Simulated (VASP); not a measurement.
# Si (R3) in VASP: further runs

The runs below take Si through single point, with r2SCAN.

Program: VASP 6.6.1. These are calculated values, not measurements. Logs are shortened: lines on timing, memory, paths and dates and some standing lists are left out, and cuts for length are marked.

## 1. The cell of the first run

Symmetry: R3, No. 146, trigonal system. The conventional cell has a = 9.401 Å, b = 9.401 Å, c = 5.757 Å, α = 90.00°, β = 90.00°, γ = 120.00°. Si (site symmetry 3) has 4 Si at 2.38 to 2.45 Å within 3.1 Å. Si (site symmetry 1) has 4 Si at 2.32 to 2.39 Å within 3.1 Å. Within 3.4 Å of Si (site symmetry 3) lie 5 Si at 2.39 to 3.30 Å. Si (site symmetry 1) has 4 Si at 2.32 to 2.39 Å within 3.1 Å.

## 2. Single point, r2SCAN (atom 1 (Si) moved -0.133 Å towards its neighbour atom 5 (Si) at 2.319 Å)

File POSCAR:

```
Si
1.0
   -3.3236145461      3.3236145461      3.3236145461
    3.3236145461     -3.3236145461      3.3236145461
    3.3236145461      3.3236145461     -3.3236145461
Si
8
Direct
    0.2245554027      0.2245554027      0.2245554027
    0.5000000000      0.0000000000      0.2986003483
    0.2986003483      0.5000000000      0.0000000000
    0.0000000000      0.2986003483      0.5000000000
    0.7986003483      0.7986003483      0.7986003483
    0.5000000000      0.0000000000      0.7013996517
    0.7013996517      0.5000000000      0.0000000000
    0.0000000000      0.7013996517      0.5000000000
```

File INCAR.step1:

```
PREC = Accurate
ENCUT = 520
ISMEAR = 0
SIGMA = 0.15
LREAL = F
LASPH = T
NELM = 100
NBANDS = 26
GGA = PE
ALGO = Normal
EDIFF = 1E-4
LWAVE = T
LCHARG = F
```

File INCAR.step2:

```
PREC = Accurate
ENCUT = 520
EDIFF = 1E-7
ISMEAR = 0
SIGMA = 0.15
LREAL = F
LASPH = T
NELM = 100
ALGO = Normal
ISIF = 2
LWAVE = F
LCHARG = F
METAGGA = R2SCAN
LMIXTAU = T
NBANDS = 26
ISTART = 1
```

File KPOINTS:

```
Automatic mesh
0
Gamma
  8 8 8
```

Potentials or basis: VASP PAW PBE potentials, release 64 (Si).

Started as:

```sh
cat potpaw_PBE.64/Si/POTCAR > POTCAR
cp INCAR.step1 INCAR
mpirun -np 1 vasp_std > vasp.out
cp INCAR.step2 INCAR
mpirun -np 1 vasp_std > vasp.out
```

OUTCAR:

```text
PREC = Accurate
   ENCUT = 520
   EDIFF = 1E-7
   ISMEAR = 0
   LREAL = F
   LASPH = T
   NELM = 100
   ISIF = 2
   METAGGA = R2SCAN
   ISTART = 1

 ion  position               nearest neighbor table
   1  0.225  0.225  0.225-   2 2.38   3 2.38   4 2.38   5 2.45
   2  0.500  0.000  0.299-   6 2.32   1 2.38   4 2.39   3 2.39
   3  0.299  0.500  0.000-   7 2.32   1 2.38   2 2.39   4 2.39
   4  0.000  0.299  0.500-   8 2.32   1 2.38   3 2.39   2 2.39
   5  0.799  0.799  0.799-   6 2.39   7 2.39   8 2.39   1 2.45
   6  0.500  0.000  0.701-   2 2.32   5 2.39   7 2.39   8 2.39
   7  0.701  0.500  0.000-   3 2.32   5 2.39   8 2.39   6 2.39
   8  0.000  0.701  0.500-   4 2.32   5 2.39   6 2.39   7 2.39

  LATTYP: Found a body centered cubic cell.
 ALAT       =     6.6472290922

  Lattice vectors:

 A1 = (  -3.3236145461,   3.3236145461,   3.3236145461)
 A2 = (   3.3236145461,  -3.3236145461,   3.3236145461)
 A3 = (   3.3236145461,   3.3236145461,  -3.3236145461)

Analysis of symmetry for initial positions (statically):
=====================================================================
 Subroutine PRICEL returns:
 Original cell was already a primitive cell.

 Routine SETGRP: Setting up the symmetry group for a
 body centered cubic supercell.

 Subroutine GETGRP returns: Found  3 space group operations
 (whereof  3 operations were pure point group operations)
 out of a pool of 48 trial point group operations.

The static configuration has the point symmetry C_3 .

Analysis of symmetry for dynamics (positions and initial velocities):
=====================================================================
 Subroutine PRICEL returns:
 Original cell was already a primitive cell.

 Routine SETGRP: Setting up the symmetry group for a
 body centered cubic supercell.

 Subroutine GETGRP returns: Found  3 space group operations
 (whereof  3 operations were pure point group operations)
 out of a pool of 48 trial point group operations.

The dynamic configuration has the point symmetry C_3 .

 Subroutine INISYM returns: Found  3 space group operations
 (whereof  3 operations are pure point group operations),
 and found     1 'primitive' translations

----------------------------------------------------------------------------------------

                                     Primitive cell

  volume of cell :     146.8561

  direct lattice vectors                    reciprocal lattice vectors
    -3.323614546  3.323614546  3.323614546     0.000000000  0.150438624  0.150438624
     3.323614546 -3.323614546  3.323614546     0.150438624  0.000000000  0.150438624
     3.323614546  3.323614546 -3.323614546     0.150438624  0.150438624  0.000000000

  length of vectors
     5.756669259  5.756669259  5.756669259     0.212752343  0.212752343  0.212752343

  position of ions in fractional coordinates (direct lattice)
     0.224555403  0.224555403  0.224555403
     0.500000000  0.000000000  0.298600348
     0.298600348  0.500000000  0.000000000
     0.000000000  0.298600348  0.500000000
     0.798600348  0.798600348  0.798600348
     0.500000000  0.000000000  0.701399652
     0.701399652  0.500000000  0.000000000
     0.000000000  0.701399652  0.500000000

  ion indices of the primitive-cell ions
   primitive index   ion index
                 1           1
                 2           2
                 3           3
                 4           4
                 5           5
                 6           6
                 7           7
                 8           8

----------------------------------------------------------------------------------------

 KPOINTS: Automatic mesh

Automatic generation of k-mesh.
 Grid dimensions read from file:
 generate k-points for:    8    8    8

 Generating k-lattice:

  Cartesian coordinates                     Fractional coordinates (reciprocal lattice)
     0.000000000  0.018804828  0.018804828     0.125000000  0.000000000  0.000000000
     0.018804828  0.000000000  0.018804828     0.000000000  0.125000000  0.000000000
     0.018804828  0.018804828  0.000000000     0.000000000  0.000000000  0.125000000

  Length of vectors
     0.026594043  0.026594043  0.026594043

  Shift w.r.t. Gamma in fractional coordinates (k-lattice)
     0.000000000  0.000000000  0.000000000

 Subroutine IBZKPT returns following result:
 ===========================================

 Found     90 irreducible k-points:

 Following reciprocal coordinates:
            Coordinates               Weight
  0.000000  0.000000  0.000000      1.000000
  0.125000  0.000000  0.000000      6.000000
  0.125000  0.000000 -0.125000      6.000000
  0.250000  0.000000  0.000000      6.000000
  0.250000  0.000000 -0.250000      6.000000
  0.375000  0.000000  0.000000      6.000000
[... 16 lines left out ...]
  0.500000  0.000000 -0.375000      6.000000
  0.500000 -0.125000  0.000000      6.000000
 [... further k-points ...]
   k-points           NKPTS =     90   k-points in BZ     NKDIM =     90   number of bands    NBANDS=     26
   number of dos      NEDOS =    301   number of ions     NIONS =      8
   total plane-waves  NPLWV = 110592
   dimension x,y,z NGX =    48 NGY =   48 NGZ =   48
   dimension x,y,z NGXF=    96 NGYF=   96 NGZF=   96
   ions per type =               8
   NGX,Y,Z   is equivalent  to a cutoff of  13.86, 13.86, 13.86 a.u.
   NGXF,Y,Z  is equivalent  to a cutoff of  27.72, 27.72, 27.72 a.u.
 SYSTEM =  unknown system
   PREC   = accura    normal or accurate (medium, high low for compatibility)
   ISTART =      1    job   : 0-new  1-cont  2-samecut
   ICHARG =      0    charge: 1-file 2-atom 10-const
   ISPIN  =      1    spin polarized calculation?
   LNONCOLLINEAR =      F non collinear calculations
   LSORBIT =      F    spin-orbit coupling
   LASPH  =      T    aspherical Exc in radial PAW
   ENCUT  =  520.0 eV  38.22 Ry    6.18 a.u.  10.70 10.70 10.70*2*pi/ulx,y,z
   NELM   =    100;   NELMIN=  2; NELMDL=  0     # of ELM steps
   EDIFF  = 0.1E-06   stopping-criterion for ELM
   LREAL  =      F    real-space projection
   EDIFFG = 0.1E-05   stopping-criterion for IOM
   NSW    =      0    number of steps for IOM
   IBRION =     -1    ionic relax: 0-MD 1-quasi-New 2-CG
   NFREE  =      0    steps in history (QN), initial steepest desc. (CG)
   ISIF   =      2    stress and relaxation
   ISYM   =      2    0-nonsym 1-usesym 2-fastsym
   POTIM  = 0.5000    time-step for ionic-motion
   TEBEG  =    0.0;   TEEND  =   0.0 temperature during run
   PSTRESS=    0.0 pullay stress
   NELECT =      32.0000    total number of electrons
   NUPDOWN=      -1.0000    fix difference up-down
   EMIN   =  10.00;   EMAX   =-10.00  energy-range for DOS
   EFERMI =   0.00;   METHOD = LEGACY
   ISMEAR =     0;   SIGMA  =   0.15  broadening in eV -4-tet -1-fermi 0-gaus
   EFERMI_NEDOS =   21; number of points for ismear=-14 and -15
   IALGO  =     38    algorithm
   IMIX   =      4    mixing-type and parameters
     AMIX     =   0.40;   BMIX     =  1.00
     AMIX_MAG =   1.60;   BMIX_MAG =  1.00
  volume/ion in A,a.u.               =      18.36       123.88
  Fermi-wavevector in a.u.,A,eV,Ry     =   0.985131  1.861628 13.204236  0.970484
  Thomas-Fermi vector in A             =   2.116416
   LORBIT       =      0    0 simple, 1 ext, 2 COOP (PROOUT), +10 PAW based schemes
   METAGGA = R2SCAN    functional components
   LHFCALC =     F    Hartree Fock is set to
   AEXX    =    0.0000 exact exchange contribution
   IVDW    =     0    specifies the selected vdW correction
   LEPSILON=     F    determine dielectric tensor
   LRPA    =     F    only Hartree local field effects (RPA)
 non-spin polarized calculation
 Gauss-broadening in eV      SIGMA  =   0.15
  energy-cutoff  :      520.00
  volume of cell :      146.86
 maximum number of plane-waves:      4012
 NGX is ok and might be reduce to    48
   NGX = 21   NGY = 21   NGZ = 21

 number of electron      31.9999999 magnetization

 Free energy of the ion-electron system (eV)
  ---------------------------------------------------
  ext. energy  EPLUGINS =         0.00000000
  ---------------------------------------------------
  free energy    TOTEN  =       -68.61712275 eV

  energy without entropy =      -68.61142510  energy(sigma->0) =      -68.61427392

 E-fermi :   7.0672     XC(G=0): -10.3851

 val. band max:        7.0531110338   @ k =   0.5000   0.5000   0.3750
 cond. band min:       7.1072500588   @ k =   0.5000   0.5000   0.5000
 fundamental gap:      0.0541390250
 Fermi energy:         7.0672379852

 k-point     1 :       0.0000    0.0000    0.0000
  band No.  band energies     occupation
      1      -6.2397      2.00000
      2      -1.7107      2.00000
      3      -1.3772      2.00000
      4      -1.3772      2.00000
      5      -1.1139      2.00000
      6       0.2817      2.00000
[... 18 lines left out ...]
     25      12.7571      0.00000
     26      13.2596      0.00000

 k-point     2 :       0.1250    0.0000    0.0000
  band No.  band energies     occupation
      1      -6.1396      2.00000
      2      -2.0317      2.00000
      3      -1.7429      2.00000
      4      -1.5350      2.00000
      5      -1.0304      2.00000
      6       0.1450      2.00000
[... 18 lines left out ...]
     25      12.7242      0.00000
     26      12.8919      0.00000

 k-point     3 :       0.1250    0.0000   -0.1250
  band No.  band energies     occupation
      1      -6.1393      2.00000
      2      -2.0681      2.00000
      3      -1.6990      2.00000
      4      -1.4690      2.00000
      5      -1.1372      2.00000
      6       0.1611      2.00000
[... 572 lines left out ...]
 k-point    23 :       0.5000    0.0000   -0.3750
  band No.  band energies     occupation
      1      -4.9566      2.00000
      2      -4.1955      2.00000
      3      -2.8630      2.00000
      4      -2.2347      2.00000
      5      -0.5844      2.00000
      6      -0.1024      2.00000
[... 18 lines left out ...]
     25      11.7635      0.00000
     26      12.2134      0.00000

 k-point    24 :       0.5000   -0.1250    0.0000
  band No.  band energies     occupation
      1      -4.9620      2.00000
      2      -4.1955      2.00000
      3      -2.8447      2.00000
      4      -2.2271      2.00000
      5      -0.6320      2.00000
      6      -0.0469      2.00000
[... 18 lines left out ...]
     25      11.8138      0.00000
     26      12.1849      0.00000

 [... further k-points ...]
[... 5 lines left out ...]
  --------------------------------------------------------------------------------------
  -------------------------------------------------------------------------------------
  Total       -0.7067454     -0.7067454     -0.7067454     -0.7886667     -0.7886667     -0.7886667
  in kB       -7.7104839     -7.7104839     -7.7104839     -8.6042330     -8.6042330     -8.6042330
  external PRESSURE =      -7.7104839 kB  Pullay stress =       0.0000000 kB

 VOLUME and BASIS-vectors are now :
 -----------------------------------------------------------------------------
  energy-cutoff  :      520.00
  volume of cell :      146.86
      direct lattice vectors                 reciprocal lattice vectors
    -3.323614546  3.323614546  3.323614546     0.000000000  0.150438624  0.150438624
     3.323614546 -3.323614546  3.323614546     0.150438624  0.000000000  0.150438624
     3.323614546  3.323614546 -3.323614546     0.150438624  0.150438624  0.000000000

 POSITION                                       TOTAL-FORCE (eV/Angst)
 -----------------------------------------------------------------------------------
      0.74634      0.74634      0.74634        -0.583540     -0.583540     -0.583540
     -0.66937      2.65424      0.66937        -0.065839      0.104462      0.055023
      0.66937     -0.66937      2.65424         0.055023     -0.065839      0.104462
      2.65424      0.66937     -0.66937         0.104462      0.055023     -0.065839
      2.65424      2.65424      2.65424         0.390975      0.390975      0.390975
      0.66937      3.99299     -0.66937         0.028147      0.046183      0.024589
     -0.66937      0.66937      3.99299         0.024589      0.028147      0.046183
      3.99299     -0.66937      0.66937         0.046183      0.024589      0.028147
 -----------------------------------------------------------------------------------
    total drift:                               -0.000009     -0.000009     -0.000009

  FREE ENERGIE OF THE ION-ELECTRON SYSTEM (eV)
  ---------------------------------------------------
  free  energy   TOTEN  =       -68.6171227496 eV

  energy  without entropy=      -68.6114250973  energy(sigma->0) =      -68.61427392
```

It took 44 min on 1 thread of AMD EPYC 7R13, shared host; peak memory 0.47 GiB.

What came out:

```yaml
Free_energy: -68.6171 eV
Pressure: -0.8 GPa
Largest_force: 1.011 eV/Å
Band_gap_on_the_k_mesh: zero (bands 16 and 17 overlap by 0.05 eV)
```

Forces in eV/Å, atoms in the order of the input:
```
Si  -0.584 -0.584 -0.584
Si  -0.066  0.104  0.055
Si   0.055 -0.066  0.104
Si   0.104  0.055 -0.066
Si   0.391  0.391  0.391
Si   0.028  0.046  0.025
Si   0.025  0.028  0.046
Si   0.046  0.025  0.028
```

Caveat: the cell differs from its parent crystal (atom 1 (Si) moved -0.133 Å towards its neighbour atom 5 (Si) at 2.319 Å); semilocal functionals underestimate gaps, so a narrow gap can read as zero; the PAW data sets were made with another functional, which shifts forces and pressure a little.

## 3. Single point, r2SCAN (atom 1 (Si) moved +0.133 Å towards its neighbour atom 5 (Si) at 2.319 Å)

Changes to POSCAR since step 2:

```diff
@@ -8,3 +8,3 @@
 Direct
-    0.2245554027      0.2245554027      0.2245554027
+    0.1782439007      0.1782439007      0.1782439007
     0.5000000000      0.0000000000      0.2986003483
```

File INCAR.step1:

```
PREC = Accurate ; ENCUT = 520
ISMEAR = 0 ; SIGMA = 0.15
LREAL = False ; LASPH = True
NELM = 80 ; NBANDS = 26
GGA = PE ; ALGO = Normal
EDIFF = 1E-4 ; LWAVE = True
LCHARG = False
```

File INCAR.step2:

```
PREC = Accurate ; ENCUT = 520
EDIFF = 1E-6 ; ISMEAR = 0
SIGMA = 0.15 ; LREAL = False
LASPH = True ; NELM = 80
ALGO = Normal ; ISIF = 2
LWAVE = False ; LCHARG = False
METAGGA = R2SCAN ; LMIXTAU = True
NBANDS = 26 ; ISTART = 1
```

KPOINTS is that of step 2.

Potentials or basis: VASP PAW PBE potentials, release 64 (Si).

Started as:

```sh
cat potpaw_PBE.64/Si/POTCAR > POTCAR
cp INCAR.step1 INCAR
mpirun -np 1 vasp_std > vasp.out
cp INCAR.step2 INCAR
mpirun -np 1 vasp_std > vasp.out
```

OUTCAR:

```text
PREC = Accurate
   ENCUT = 520
   EDIFF = 1E-6
   ISMEAR = 0
   LREAL = False
   LASPH = True
   NELM = 80
   ISIF = 2
   METAGGA = R2SCAN
   ISTART = 1

 ion  position               nearest neighbor table
   1  0.178  0.178  0.178-   5 2.19   4 2.42   2 2.42   3 2.42
   2  0.500  0.000  0.299-   6 2.32   4 2.39   3 2.39   1 2.42
   3  0.299  0.500  0.000-   7 2.32   2 2.39   4 2.39   1 2.42
   4  0.000  0.299  0.500-   8 2.32   3 2.39   2 2.39   1 2.42
[... 912 lines left out ...]
  Total        0.6555666      0.6555666      0.6555666      1.1420839      1.1420839      1.1420839
  in kB        7.1521309      7.1521309      7.1521309     12.4599597     12.4599597     12.4599597
  external PRESSURE =       7.1521309 kB  Pullay stress =       0.0000000 kB

 VOLUME and BASIS-vectors are now :
 -----------------------------------------------------------------------------
  energy-cutoff  :      520.00
  volume of cell :      146.86
      direct lattice vectors                 reciprocal lattice vectors
    -3.323614546  3.323614546  3.323614546     0.000000000  0.150438624  0.150438624
     3.323614546 -3.323614546  3.323614546     0.150438624  0.000000000  0.150438624
     3.323614546  3.323614546 -3.323614546     0.150438624  0.150438624  0.000000000

 POSITION                                       TOTAL-FORCE (eV/Angst)
 -----------------------------------------------------------------------------------
      0.59241      0.59241      0.59241         1.127987      1.127987      1.127987
     -0.66937      2.65424      0.66937         0.067265     -0.161584     -0.085673
      0.66937     -0.66937      2.65424        -0.085673      0.067265     -0.161584
      2.65424      0.66937     -0.66937        -0.161584     -0.085673      0.067265
      2.65424      2.65424      2.65424        -0.863877     -0.863877     -0.863877
      0.66937      3.99299     -0.66937        -0.013566     -0.053421     -0.017131
     -0.66937      0.66937      3.99299        -0.017131     -0.013566     -0.053421
      3.99299     -0.66937      0.66937        -0.053421     -0.017131     -0.013566
 -----------------------------------------------------------------------------------
    total drift:                                0.000007      0.000007      0.000007

  FREE ENERGIE OF THE ION-ELECTRON SYSTEM (eV)
  ---------------------------------------------------
  free  energy   TOTEN  =       -68.5761253392 eV

  energy  without entropy=      -68.5739879772  energy(sigma->0) =      -68.57505666
```

OUTCAR.step1:

```text
PREC = Accurate
   ENCUT = 520
   ISMEAR = 0
   LREAL = False
   LASPH = True
[... 940 lines left out ...]
      2.65424      2.65424      2.65424        -0.937580     -0.937580     -0.937580
      0.66937      3.99299     -0.66937         0.085728      0.047543     -0.109730
     -0.66937      0.66937      3.99299        -0.109730      0.085728      0.047543
      3.99299     -0.66937      0.66937         0.047543     -0.109730      0.085728
 -----------------------------------------------------------------------------------
    total drift:                               -0.000017     -0.000017     -0.000017

  FREE ENERGIE OF THE ION-ELECTRON SYSTEM (eV)
  ---------------------------------------------------
  free  energy   TOTEN  =       -41.9962697672 eV

  energy  without entropy=      -41.9906749390  energy(sigma->0) =      -41.99347235
```

Wall time 10 min (1 thread of Intel Xeon 6975P-C (Granite Rapids), shared host); peak memory 0.49 GiB.

Results:

* Free energy: -68.5761 eV
* Pressure: 0.7 GPa
* Largest force: 1.954 eV/Å
* Band gap on the k mesh: zero (filled and empty bands touch)

Forces in eV/Å, atoms in the order of the input:
```
Si   1.128  1.128  1.128
Si   0.067 -0.162 -0.086
Si  -0.086  0.067 -0.162
Si  -0.162 -0.086  0.067
Si  -0.864 -0.864 -0.864
Si  -0.014 -0.053 -0.017
Si  -0.017 -0.014 -0.053
Si  -0.053 -0.017 -0.014
```

Stress tensor (GPa, compression positive):
```
0.72 1.25 1.25
1.25 0.72 1.25
1.25 1.25 0.72
```

Levels at points of the mesh, in eV from the Fermi level:
```
           k point  band 14  band 15  band 16  band 17  band 18  band 19
(0.00, 0.00, 0.00)    -1.57    -1.57    -1.11     1.69     1.69     1.81
(0.50, 0.00, 0.00)    -2.47    -1.55    -1.48     0.51     0.63     2.21
(0.50, 0.00, 0.50)    -2.35    -1.50    -1.47     0.42     0.57     2.23
(0.50, 0.50, 0.50)    -0.37    -0.20     0.06     0.06     2.98     3.11
```

Caveat: the cell differs from its parent crystal (atom 1 (Si) moved +0.133 Å towards its neighbour atom 5 (Si) at 2.319 Å); semilocal functionals underestimate gaps, so a narrow gap can read as zero; the PAW data sets were made with another functional, which shifts forces and pressure a little.
